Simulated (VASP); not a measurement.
Si3N4, 14 atoms in the cell. Symmetry: P6_3/m, No. 176, hexagonal system. Conventional cell: a = 7.602 Å, b = 7.602 Å, c = 2.907 Å, α = 90.00°, β = 90.00°, γ = 120.00°. Si (site symmetry m) has 4 N at 1.73 to 1.74 Å within 2.3 Å. N (site symmetry -6) has 3 Si at 1.73 Å within 2.3 Å. N (site symmetry m) has 3 Si at 1.74 Å within 2.3 Å. 

```yaml
Program: VASP 6.6.1
Task: single point
Functional: PBE
Potentials_or_basis: VASP PAW PBE potentials, release 64 (Si, N)
Cutoff: 600 eV
k_mesh: 4 × 4 × 10
Occupations: fermi-dirac, width 0.02 eV
Spin: no spin polarisation
Dipole_correction: no
Further_INCAR_settings: ALGO = Normal; EDIFF = 1e-06; NBANDS = 45
```

Potentials or basis: VASP PAW PBE potentials, release 64 (Si, N).

The run is started by

```sh
$ cat potpaw_PBE.64/Si/POTCAR potpaw_PBE.64/N/POTCAR > POTCAR
$ mpirun -np 1 vasp_std > vasp.out
```

Hardware: 1 thread of Intel(R) Xeon(R) Platinum 8488C (Sapphire Rapids) (shared host).

Q: How long does it take, and how much memory?

A: Run time: 3.4 min on 1 thread of Intel(R) Xeon(R) Platinum 8488C (Sapphire Rapids), on a shared host, peak memory 0.37 GiB. Counts: scf iterations 15, k points 24.
